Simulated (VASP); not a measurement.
# ZrS (Fm-3m) in VASP: a series of runs

The runs below take ZrS through single point, with PBEsol.

All numbers are computed with VASP 6.6.1; they aren't measurements. Logs are shortened: lines on timing, memory, paths and dates and some standing lists are left out, and cuts for length are marked.

### 1 The cell of the first run

The structure is cubic, space group Fm-3m (No. 225). The conventional cell has a = 5.244 Å, b = 5.244 Å, c = 5.244 Å, α = 90.00°, β = 90.00°, γ = 90.00°. Zr (site symmetry m-3m) has 6 S at 2.62 Å within 3.5 Å. S (site symmetry m-3m) has 6 Zr at 2.62 Å within 3.5 Å.

### 2 Single point, PBEsol (strain +0.015 along x and y, +0.015 along z)

Contents of INCAR:

```
SYSTEM = ZrS
  ALGO = Normal
  EDIFF = 1E-6
  ENCUT = 520
  GGA = PS
  ISIF = 2
  ISMEAR = 0
  LASPH = .True.
  LCHARG = .False.
  LREAL = .False.
  LWAVE = .False.
  NBANDS = 16
  NELM = 80
  PREC = Accurate
  SIGMA = 0.15
```

Contents of KPOINTS:

```
k-points
0
Gamma
  20 20 20
  0 0 0
```

Contents of POSCAR:

```
ZrS
1.0
    0.0000000000      2.6218214802      2.6218214802
    2.6218214802      0.0000000000      2.6218214802
    2.6218214802      2.6218214802      0.0000000000
Zr S
1 1
Direct
    0.0000000000      0.0000000000      0.0000000000
    0.5000000000      0.5000000000      0.5000000000
```

Potentials or basis: VASP PAW PBE potentials, release 64 (Zr_sv, S).

Command:

```console
cat potpaw_PBE.64/Zr_sv/POTCAR potpaw_PBE.64/S/POTCAR > POTCAR
mpirun -np 1 vasp_std > vasp.out
```

OUTCAR:

```text
SYSTEM = ZrS
   EDIFF = 1E-6
   ENCUT = 520
   GGA = PS
   ISIF = 2
   ISMEAR = 0
   LASPH = .True.
   LREAL = .False.
   NELM = 80
   PREC = Accurate

 ion  position               nearest neighbor table
   1  0.000  0.000  0.000-   2 2.62   2 2.62   2 2.62   2 2.62   2 2.62   2 2.62
   2  0.500  0.500  0.500-   1 2.62   1 2.62   1 2.62   1 2.62   1 2.62   1 2.62

  LATTYP: Found a face centered cubic cell.
 ALAT       =     5.2436429604

  Lattice vectors:

 A1 = (   0.0000000000,   2.6218214802,   2.6218214802)
 A2 = (   2.6218214802,   0.0000000000,   2.6218214802)
 A3 = (   2.6218214802,   2.6218214802,   0.0000000000)

Analysis of symmetry for initial positions (statically):
=====================================================================
 Subroutine PRICEL returns:
 Original cell was already a primitive cell.

 Routine SETGRP: Setting up the symmetry group for a
 face centered cubic supercell.

 Subroutine GETGRP returns: Found 48 space group operations
 (whereof 48 operations were pure point group operations)
 out of a pool of 48 trial point group operations.

The static configuration has the point symmetry O_h .

Analysis of symmetry for dynamics (positions and initial velocities):
=====================================================================
 Subroutine PRICEL returns:
 Original cell was already a primitive cell.

 Routine SETGRP: Setting up the symmetry group for a
 face centered cubic supercell.

 Subroutine GETGRP returns: Found 48 space group operations
 (whereof 48 operations were pure point group operations)
 out of a pool of 48 trial point group operations.

The dynamic configuration has the point symmetry O_h .

 Subroutine INISYM returns: Found 48 space group operations
 (whereof 48 operations are pure point group operations),
 and found     1 'primitive' translations

----------------------------------------------------------------------------------------

                                     Primitive cell

  volume of cell :      36.0445

  direct lattice vectors                    reciprocal lattice vectors
     0.000000000  2.621821480  2.621821480    -0.190707111  0.190707111  0.190707111
     2.621821480  0.000000000  2.621821480     0.190707111 -0.190707111  0.190707111
     2.621821480  2.621821480  0.000000000     0.190707111  0.190707111 -0.190707111

  length of vectors
[... 74 lines left out ...]
   ISTART =      0    job   : 0-new  1-cont  2-samecut
   ICHARG =      2    charge: 1-file 2-atom 10-const
   ISPIN  =      1    spin polarized calculation?
   LNONCOLLINEAR =      F non collinear calculations
   LSORBIT =      F    spin-orbit coupling
   LASPH  =      T    aspherical Exc in radial PAW
   ENCUT  =  520.0 eV  38.22 Ry    6.18 a.u.   6.89  6.89  6.89*2*pi/ulx,y,z
   NELM   =     80;   NELMIN=  2; NELMDL= -5     # of ELM steps
   EDIFF  = 0.1E-05   stopping-criterion for ELM
   LREAL  =      F    real-space projection
   EDIFFG = 0.1E-04   stopping-criterion for IOM
   NSW    =      0    number of steps for IOM
   IBRION =     -1    ionic relax: 0-MD 1-quasi-New 2-CG
   NFREE  =      0    steps in history (QN), initial steepest desc. (CG)
   ISIF   =      2    stress and relaxation
   ISYM   =      2    0-nonsym 1-usesym 2-fastsym
   POTIM  = 0.5000    time-step for ionic-motion
   TEBEG  =    0.0;   TEEND  =   0.0 temperature during run
   PSTRESS=    0.0 pullay stress
   NELECT =      18.0000    total number of electrons
   NUPDOWN=      -1.0000    fix difference up-down
   EMIN   =  10.00;   EMAX   =-10.00  energy-range for DOS
   EFERMI =   0.00;   METHOD = LEGACY
   ISMEAR =     0;   SIGMA  =   0.15  broadening in eV -4-tet -1-fermi 0-gaus
   EFERMI_NEDOS =   21; number of points for ismear=-14 and -15
   IALGO  =     38    algorithm
   IMIX   =      4    mixing-type and parameters
     AMIX     =   0.40;   BMIX     =  1.00
     AMIX_MAG =   1.60;   BMIX_MAG =  1.00
  volume/ion in A,a.u.               =      18.02       121.62
  Fermi-wavevector in a.u.,A,eV,Ry     =   1.298831  2.454434 22.952501  1.686961
  Thomas-Fermi vector in A             =   2.430134
   LORBIT       =      0    0 simple, 1 ext, 2 COOP (PROOUT), +10 PAW based schemes
   GGA     = PS    functional components
   LHFCALC =     F    Hartree Fock is set to
   AEXX    =    0.0000 exact exchange contribution
   IVDW    =     0    specifies the selected vdW correction
   LEPSILON=     F    determine dielectric tensor
   LRPA    =     F    only Hartree local field effects (RPA)
 non-spin polarized calculation
 Gauss-broadening in eV      SIGMA  =   0.15
  energy-cutoff  :      520.00
  volume of cell :       36.04
 maximum number of plane-waves:       990
   NGX = 13   NGY = 13   NGZ = 13

 number of electron      18.0000000 magnetization

 Free energy of the ion-electron system (eV)
  ---------------------------------------------------
  ext. energy  EPLUGINS =         0.00000000
  ---------------------------------------------------
  free energy    TOTEN  =       -16.49124950 eV

  energy without entropy =      -16.47670869  energy(sigma->0) =      -16.48397910

 E-fermi :  10.6399     XC(G=0): -11.4782

 val. band max:       10.6167961947   @ k =  -0.3500   0.3000   0.1000
 cond. band min:      10.6544262038   @ k =  -0.2500   0.2500   0.0500
 fundamental gap:      0.0376300090
 Fermi energy:        10.6399292577

 k-point     1 :       0.0000    0.0000    0.0000
  band No.  band energies     occupation
      1     -39.2311      2.00000
      2     -17.2268      2.00000
      3     -17.2268      2.00000
      4     -17.2268      2.00000
      5      -5.1858      2.00000
      6       7.1349      2.00000
[... 433 lines left out ...]
      3     -17.2622      2.00000
      4     -17.2506      2.00000
      5      -3.9293      2.00000
      6       3.2073      2.00000
[... 8 lines left out ...]
     15      18.0345      0.00000
     16      18.1396      0.00000

 [... further k-points ...]
[... 5 lines left out ...]
  --------------------------------------------------------------------------------------
  -------------------------------------------------------------------------------------
  Total       -1.3077866     -1.3077866     -1.3077866      0.0000000      0.0000000     -0.0000000
  in kB      -58.1310423    -58.1310423    -58.1310423      0.0000000      0.0000000     -0.0000000
  external PRESSURE =     -58.1310423 kB  Pullay stress =       0.0000000 kB

 VOLUME and BASIS-vectors are now :
 -----------------------------------------------------------------------------
  energy-cutoff  :      520.00
  volume of cell :       36.04
      direct lattice vectors                 reciprocal lattice vectors
     0.000000000  2.621821480  2.621821480    -0.190707111  0.190707111  0.190707111
     2.621821480  0.000000000  2.621821480     0.190707111 -0.190707111  0.190707111
     2.621821480  2.621821480  0.000000000     0.190707111  0.190707111 -0.190707111

 POSITION                                       TOTAL-FORCE (eV/Angst)
 -----------------------------------------------------------------------------------
      0.00000      0.00000      0.00000        -0.000000     -0.000000     -0.000000
      2.62182      2.62182      2.62182         0.000000      0.000000      0.000000
 -----------------------------------------------------------------------------------
    total drift:                                0.000000      0.000000      0.000000

  FREE ENERGIE OF THE ION-ELECTRON SYSTEM (eV)
  ---------------------------------------------------
  free  energy   TOTEN  =       -16.4912495041 eV

  energy  without entropy=      -16.4767086911  energy(sigma->0) =      -16.48397910
```

Wall time 2.3 min (1 thread of Intel Xeon Platinum 8259CL at 2.50GHz (Skylake/Cascade Lake), shared host); peak memory 0.26 GiB.

What came out:

| Property | Result |
| --- | --- |
| Free energy | -16.4912 eV |
| Pressure | -5.8 GPa |
| Band gap on the k mesh | zero (bands 9 and 10 overlap by 2.84 eV) |

Caveat: the cell differs from its parent crystal (strain +0.015 along x and y, +0.015 along z); the cell stands under tension; the PAW data sets were made with another functional, which shifts forces and pressure a little.

### 3 Single point, PBEsol (strain +0.030 along x and y, +0.030 along z)

Contents of INCAR:

```
PREC = Accurate ; ENCUT = 520
EDIFF = 1E-6 ; ISMEAR = 0
SIGMA = 0.15 ; LREAL = False
LASPH = True ; NELM = 60
ALGO = Normal ; ISIF = 2
LWAVE = False ; LCHARG = True
GGA = PS ; LELF = True
LVHAR = True ; NBANDS = 16
```

Contents of KPOINTS:

```
regular mesh
0
Gamma
  20 20 20
```

Contents of POSCAR:

```
ZrS
1.0
    0.0000000000      2.6605676105      2.6605676105
    2.6605676105      0.0000000000      2.6605676105
    2.6605676105      2.6605676105      0.0000000000
Zr S
1 1
Direct
    0.0000000000      0.0000000000      0.0000000000
    0.5000000000      0.5000000000      0.5000000000
```

Potentials or basis: VASP PAW PBE potentials, release 64 (Zr_sv, S).

Command:

```console
cat potpaw_PBE.64/Zr_sv/POTCAR potpaw_PBE.64/S/POTCAR > POTCAR
mpirun -np 1 vasp_std > vasp.out
```

OUTCAR:

```text
PREC = Accurate
   ENCUT = 520
   EDIFF = 1E-6
   ISMEAR = 0
   LREAL = False
   LASPH = True
   NELM = 60
   ISIF = 2
   GGA = PS

 ion  position               nearest neighbor table
   1  0.000  0.000  0.000-   2 2.66   2 2.66   2 2.66   2 2.66   2 2.66   2 2.66
   2  0.500  0.500  0.500-   1 2.66   1 2.66   1 2.66   1 2.66   1 2.66   1 2.66

  LATTYP: Found a face centered cubic cell.
 ALAT       =     5.3211352210

  Lattice vectors:

 A1 = (   0.0000000000,   2.6605676105,   2.6605676105)
 A2 = (   2.6605676105,   0.0000000000,   2.6605676105)
 A3 = (   2.6605676105,   2.6605676105,   0.0000000000)

Analysis of symmetry for initial positions (statically):
=====================================================================
 Subroutine PRICEL returns:
 Original cell was already a primitive cell.

 Routine SETGRP: Setting up the symmetry group for a
 face centered cubic supercell.

 Subroutine GETGRP returns: Found 48 space group operations
 (whereof 48 operations were pure point group operations)
 out of a pool of 48 trial point group operations.

The static configuration has the point symmetry O_h .

Analysis of symmetry for dynamics (positions and initial velocities):
=====================================================================
 Subroutine PRICEL returns:
 Original cell was already a primitive cell.

 Routine SETGRP: Setting up the symmetry group for a
 face centered cubic supercell.

 Subroutine GETGRP returns: Found 48 space group operations
 (whereof 48 operations were pure point group operations)
 out of a pool of 48 trial point group operations.

The dynamic configuration has the point symmetry O_h .

 Subroutine INISYM returns: Found 48 space group operations
 (whereof 48 operations are pure point group operations),
 and found     1 'primitive' translations

[... 104 lines left out ...]
   PSTRESS=    0.0 pullay stress
   NELECT =      18.0000    total number of electrons
   NUPDOWN=      -1.0000    fix difference up-down
   EMIN   =  10.00;   EMAX   =-10.00  energy-range for DOS
   EFERMI =   0.00;   METHOD = LEGACY
   ISMEAR =     0;   SIGMA  =   0.15  broadening in eV -4-tet -1-fermi 0-gaus
   EFERMI_NEDOS =   21; number of points for ismear=-14 and -15
   IALGO  =     38    algorithm
   IMIX   =      4    mixing-type and parameters
     AMIX     =   0.40;   BMIX     =  1.00
     AMIX_MAG =   1.60;   BMIX_MAG =  1.00
  volume/ion in A,a.u.               =      18.83       127.09
  Fermi-wavevector in a.u.,A,eV,Ry     =   1.279916  2.418690 22.288849  1.638184
  Thomas-Fermi vector in A             =   2.412374
   LORBIT       =      0    0 simple, 1 ext, 2 COOP (PROOUT), +10 PAW based schemes
   GGA     = PS    functional components
   LHFCALC =     F    Hartree Fock is set to
   AEXX    =    0.0000 exact exchange contribution
   IVDW    =     0    specifies the selected vdW correction
   LEPSILON=     F    determine dielectric tensor
   LRPA    =     F    only Hartree local field effects (RPA)
 non-spin polarized calculation
 Gauss-broadening in eV      SIGMA  =   0.15
  energy-cutoff  :      520.00
  volume of cell :       37.67
 maximum number of plane-waves:      1036
   NGX = 13   NGY = 13   NGZ = 13

 number of electron      18.0000002 magnetization

 Free energy of the ion-electron system (eV)
  ---------------------------------------------------
  ext. energy  EPLUGINS =         0.00000000
  ---------------------------------------------------
  free energy    TOTEN  =       -16.40785055 eV

  energy without entropy =      -16.39210667  energy(sigma->0) =      -16.39997861

 E-fermi :  10.1031     XC(G=0): -11.2679

 val. band max:       10.0803232270   @ k =  -0.3500   0.3000   0.1000
 cond. band min:      10.1033516065   @ k =  -0.1000   0.1000   0.0000
 fundamental gap:      0.0230283796
 Fermi energy:        10.1031036214

 k-point     1 :       0.0000    0.0000    0.0000
  band No.  band energies     occupation
      1     -39.8674      2.00000
      2     -17.8586      2.00000
      3     -17.8586      2.00000
      4     -17.8586      2.00000
      5      -5.5197      2.00000
      6       6.6129      2.00000
[... 433 lines left out ...]
      3     -17.8886      2.00000
      4     -17.8789      2.00000
      5      -4.3839      2.00000
      6       2.8586      2.00000
[... 8 lines left out ...]
     15      17.3074      0.00000
     16      17.3807      0.00000

 [... further k-points ...]
[... 5 lines left out ...]
  --------------------------------------------------------------------------------------
  -------------------------------------------------------------------------------------
  Total       -2.4948268     -2.4948268     -2.4948268      0.0000000     -0.0000000      0.0000000
  in kB     -106.1202062   -106.1202062   -106.1202062      0.0000000     -0.0000000      0.0000000
  external PRESSURE =    -106.1202062 kB  Pullay stress =       0.0000000 kB

 VOLUME and BASIS-vectors are now :
 -----------------------------------------------------------------------------
  energy-cutoff  :      520.00
  volume of cell :       37.67
      direct lattice vectors                 reciprocal lattice vectors
     0.000000000  2.660567610  2.660567610    -0.187929823  0.187929823  0.187929823
     2.660567610  0.000000000  2.660567610     0.187929823 -0.187929823  0.187929823
     2.660567610  2.660567610  0.000000000     0.187929823  0.187929823 -0.187929823

 POSITION                                       TOTAL-FORCE (eV/Angst)
 -----------------------------------------------------------------------------------
      0.00000      0.00000      0.00000        -0.000000     -0.000000     -0.000000
      2.66057      2.66057      2.66057         0.000000      0.000000      0.000000
 -----------------------------------------------------------------------------------
    total drift:                                0.000000      0.000000      0.000000

  FREE ENERGIE OF THE ION-ELECTRON SYSTEM (eV)
  ---------------------------------------------------
  free  energy   TOTEN  =       -16.4078505532 eV

  energy  without entropy=      -16.3921066711  energy(sigma->0) =      -16.39997861
```

OSZICAR:

```text
N       E                     dE             d eps       ncg     rms          rms(c)
DAV:   1     0.119164298987E+03    0.11916E+03   -0.94599E+03  8192   0.109E+03
DAV:   2    -0.121208806326E+02   -0.13129E+03   -0.12684E+03 10616   0.277E+02
DAV:   3    -0.172630037917E+02   -0.51421E+01   -0.51058E+01 12984   0.485E+01
DAV:   4    -0.173604678414E+02   -0.97464E-01   -0.97430E-01 10432   0.593E+00
DAV:   5    -0.173621883561E+02   -0.17205E-02   -0.17205E-02 11992   0.646E-01    0.139E+01
DAV:   6    -0.164519307263E+02    0.91026E+00   -0.20060E+00 10256   0.951E+00    0.620E+00
DAV:   7    -0.164149049312E+02    0.37026E-01   -0.17887E-01 11480   0.271E+00    0.257E+00
DAV:   8    -0.164085205847E+02    0.63843E-02   -0.28692E-02  9760   0.102E+00    0.422E-01
DAV:   9    -0.164078581394E+02    0.66245E-03   -0.33202E-03 10176   0.316E-01    0.173E-01
DAV:  10    -0.164078521897E+02    0.59497E-05   -0.45545E-04 10368   0.204E-01    0.572E-02
DAV:  11    -0.164078525112E+02   -0.32149E-06   -0.24037E-05 10544   0.450E-02    0.211E-02
DAV:  12    -0.164078503886E+02    0.21225E-05   -0.49164E-06 10512   0.134E-02    0.187E-03
DAV:  13    -0.164078505532E+02   -0.16454E-06   -0.45921E-07  5304   0.501E-03
   1 F= -.16407851E+02 E0= -.16399979E+02  d E =-.157439E-01
```

Wall time 2.3 min (1 thread of Intel Xeon Platinum 8259CL at 2.50GHz (Skylake/Cascade Lake), shared host); peak memory 0.27 GiB.

What came out:

| Item | Value |
| --- | --- |
| Free energy | -16.4079 eV |
| Pressure | -10.6 GPa |
| Band gap on the k mesh | zero (bands 9 and 10 overlap by 2.64 eV) |

Levels at points of the mesh, in eV from the Fermi level:
```csv
k point,band 5,band 6,band 7,band 8,band 9,band 10,band 11,band 12,band 13,band 14
"(0.00, 0.00, 0.00)",-15.62,-3.49,-3.49,-3.49,-1.27,-1.27,-1.27,-0.63,-0.63,1.48
"(0.50, 0.00, 0.00)",-14.21,-7.81,-5.79,-5.79,1.37,1.37,1.65,1.85,5.26,5.26
"(0.50, 0.50, 0.00)",-14.81,-6.17,-4.42,-4.42,-3.26,0.49,2.22,2.22,2.62,2.94
```

Caveat: the cell differs from its parent crystal (strain +0.030 along x and y, +0.030 along z); the cell stands under tension; the PAW data sets were made with another functional, which shifts forces and pressure a little.

### 4 Single point, PBEsol (strain -0.030 along x and y, -0.030 along z)

Contents of INCAR:

```
SYSTEM = ZrS
  PREC = Accurate
  ENCUT = 520
  EDIFF = 1E-7
  ISMEAR = 0
  SIGMA = 0.15
  LREAL = .FALSE.
  LASPH = .TRUE.
  NELM = 80
  ALGO = Normal
  ISIF = 2
  LWAVE = .FALSE.
  LCHARG = .FALSE.
  GGA = PS
  NBANDS = 16
```

Contents of KPOINTS:

```
Automatic mesh
0
G
  20 20 20
  0 0 0
```

Contents of POSCAR:

```
ZrS
1.0
    0.0000000000      2.5055830895      2.5055830895
    2.5055830895      0.0000000000      2.5055830895
    2.5055830895      2.5055830895      0.0000000000
Zr S
1 1
Direct
    0.0000000000      0.0000000000      0.0000000000
    0.5000000000      0.5000000000      0.5000000000
```

Command:

```console
cat potpaw_PBE.64/Zr_sv/POTCAR potpaw_PBE.64/S/POTCAR > POTCAR
mpirun -np 1 vasp_std > vasp.out
```

Run time: 2.3 min. Hardware: 1 thread of Intel Xeon Platinum 8259CL at 2.50GHz (Skylake/Cascade Lake), shared host; peak memory 0.25 GiB.

It converged, with:

```
Free energy            : -16.3701 eV
Pressure               : 16.8 GPa
Band gap on the k mesh : zero (bands 9 and 10 overlap by 3.52 eV)
```

Levels at points of the mesh, in eV from the Fermi level:
```
           k point  band 6  band 7  band 8  band 9  band 10  band 11  band 12  band 13
(0.00, 0.00, 0.00)   -3.49   -3.49   -3.49   -1.68    -1.68    -1.68    -0.84    -0.84
(0.50, 0.00, 0.00)   -8.72   -6.51   -6.51    1.84     1.84     2.02     2.32     6.17
(0.50, 0.50, 0.00)   -6.40   -4.47   -4.47   -4.14     0.60     2.95     2.95     3.50
```

Caveat: the cell differs from its parent crystal (strain -0.030 along x and y, -0.030 along z); the cell stands under pressure; the PAW data sets were made with another functional, which shifts forces and pressure a little.

### 5 Summary

| cell | gap on the mesh (eV) | pressure (GPa) |
| --- | --- | --- |
| a = 3.708 Å, angles 60.0°, 2 atoms | none | -5.8 |
| a = 3.763 Å, angles 60.0°, 2 atoms | none | -10.6 |
| a = 3.543 Å, angles 60.0°, 2 atoms | none | 16.8 |

Alike in all rows: task single point; level PBEsol; potentials or basis VASP PAW PBE potentials, release 64 (Zr_sv, S); no spin polarisation; k mesh 20 × 20 × 20; cutoff (eV) 520; smearing gaussian 0.15 eV.

Caveats: the PAW data sets were made with another functional, which shifts forces and pressure a little; the cell stands under tension (at least some runs); the cell stands under pressure (at least some runs).

Total energies depend on the potentials used, so only differences within one code and one set of settings carry meaning.

The gap in the log of VASP goes by the Fermi energy; the results here count the filled bands.